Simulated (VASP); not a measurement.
Wanted: the native input for a VASP 6.6.1 run.

```
Task                   : single point
Functional             : PBE
Potentials or basis    : VASP PAW PBE potentials, release 64 (H, C, I)
Cutoff                 : 520 eV
k mesh                 : 6 × 6 × 6
Occupations            : gaussian, width 0.02 eV
Spin                   : no spin polarisation
Dipole correction      : no
Further INCAR settings : ALGO = Normal; EDIFF = 1e-06; NBANDS = 18
```

The structure of H2CI2 lies in POSCAR:

```
H2CI2
1.0
    0.0000000000      6.4861363075      2.5083121666
    3.9846359312      0.0000000000      2.5083121666
    3.9846359312      6.4861363075      0.0000000000
H C I
2 1 2
Direct
    0.7622246927      0.9896466453      0.2377753073
    0.9896466453      0.7622246927      0.0103533547
    0.9970904575      0.9970904575      0.0029095425
    0.3721596222      0.0948985824      0.9051014176
    0.0948985824      0.3721596222      0.6278403778
```

This cell differs from its parent crystal: volume scaled by 0.94, then relaxed in part.

The input as run:

INCAR

```
SYSTEM = H2CI2
  ALGO = Normal
  EDIFF = 1E-6
  ENCUT = 520
  GGA = PE
  ISIF = 2
  ISMEAR = 0
  LASPH = .TRUE.
  LCHARG = .TRUE.
  LELF = .TRUE.
  LREAL = .FALSE.
  LVHAR = .TRUE.
  LWAVE = .FALSE.
  NBANDS = 18
  NELM = 60
  PREC = Accurate
  SIGMA = 0.02
```

KPOINTS

```
k-points
0
G
  6 6 6
  0 0 0
```

Potentials or basis: VASP PAW PBE potentials, release 64 (H, C, I).

Command:

```console
$ cat potpaw_PBE.64/H/POTCAR potpaw_PBE.64/C/POTCAR potpaw_PBE.64/I/POTCAR > POTCAR
$ mpirun -np 1 vasp_std > vasp.out
```

Results of the run:

```yaml
Pressure: 0.1 GPa
Largest_force: 0.036 eV/Å
Band_gap_on_the_k_mesh: 2.92 eV, indirect (least direct gap 3.02 eV)
```

Caveat: spin-orbit coupling is left out, which moves the levels of the heavy elements.

It took 110 s on 1 thread of AMD EPYC 9R45 96-Core Processor (Zen 5), with other jobs on the host, peak memory 0.35 GiB.
